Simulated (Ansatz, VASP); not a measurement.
# Al2Pt: VASP beside Ansatz

Contents of INCAR:

```
PREC     = Accurate       # precision mode
ENCUT    = 520            # plane-wave cutoff, eV
EDIFF    = 1E-6           # SCF threshold, eV
ISMEAR   = 0              # smearing method
SIGMA    = 0.15           # smearing width, eV
LREAL    = False          # projectors in reciprocal space
LASPH    = True           # aspherical terms in the spheres
NELM     = 60             # most SCF steps
ALGO     = Fast           # electronic algorithm
ISIF     = 2              # what is computed and relaxed
LWAVE    = False          # write WAVECAR
LCHARG   = True           # write CHGCAR
GGA      = PE             # functional
LELF     = True           # ELF
LVHAR    = True         
NBANDS   = 34             # bands
```

KPOINTS

```
regular mesh
0
Gamma
  13 13 5
```

POSCAR

```
Al2Pt
1.0
    2.9732041201     -2.9732041201      0.0000000000
    2.9732041201      0.0000000000     -2.9732041201
    5.7732031595      5.7732031595      5.7732031595
Al Pt
6 3
Direct
    0.6666666667      0.6666666667      0.4291844819
    1.0000000000      0.0000000000      0.0858506297
    0.3333333333      0.3333333333      0.7725183341
    0.6666666667      0.6666666667      0.9441852601
    1.0000000000      1.0000000000      0.6008514080
    0.3333333333      0.3333333333      0.2575175558
    0.0000000000      0.0000000000      0.8583517971
    0.3333333333      0.3333333333      0.5150179449
    0.6666666667      0.6666666667      0.1716840928
```

Input for Ansatz:

```yaml
crystal:
  lattice:
    - [2.9732041201, -2.9732041201, 0.0]
    - [2.9732041201, 0.0, -2.9732041201]
    - [5.7732031595, 5.7732031595, 5.7732031595]
  atoms:
    - { symbol: Al, position: [0.6666666667, 0.6666666667, 0.4291844819] }
    - { symbol: Al, position: [1.0, 0.0, 0.0858506297] }
    - { symbol: Al, position: [0.3333333333, 0.3333333333, 0.7725183341] }
    - { symbol: Al, position: [0.6666666667, 0.6666666667, 0.9441852601] }
    - { symbol: Al, position: [1.0, 1.0, 0.600851408] }
    - { symbol: Al, position: [0.3333333333, 0.3333333333, 0.2575175558] }
    - { symbol: Pt, position: [0.0, 0.0, 0.8583517971] }
    - { symbol: Pt, position: [0.3333333333, 0.3333333333, 0.5150179449] }
    - { symbol: Pt, position: [0.6666666667, 0.6666666667, 0.1716840928] }
basis:
  ecutwfc: 420
kpoints:
  mp_grid: { grid: [13, 13, 5] }
hamiltonian:
  xc: pbe
scf:
  occupations: { method: gaussian, width: 0.15 }
output:
  forces: true
  stress: true
  eigenvalues: true
```

Alike in both runs: task single point; functional PBE; k mesh 13 × 13 × 5; occupations gaussian, width 0.15 eV; no spin polarisation.

|  | VASP | Ansatz |
| --- | --- | --- |
| version | VASP 6.6.1 | Ansatz 0.2.0 |
| potentials or method | VASP PAW PBE potentials, release 64 (Al, Pt), cutoff 520 eV | scalar-relativistic, plane waves, PAW |
| valence electrons in the cell | 48 | 72 |

|  | VASP | Ansatz | Ansatz less VASP |
| --- | --- | --- | --- |
| gap on the k mesh at the Fermi level (eV) | none | none | - |
| pressure (GPa) | 5.8 | 5.9 | +0.16 |
| traceless stress, the component that is largest in VASP (GPa) | 3.97 | 3.96 | -0.004 |
| rms of the force components (eV/Å) | 0.957 | 0.957 | 0.0000 |

Atom by atom the forces differ by 0.000 eV/Å (rms over components). A gap of «none» marks a metal or a gap that the smearing closes. VASP's potentials hold 48 valence electrons a cell and Ansatz's 72, so a difference there can come from the potentials and not from the codes.

Neither program's run includes spin-orbit coupling.
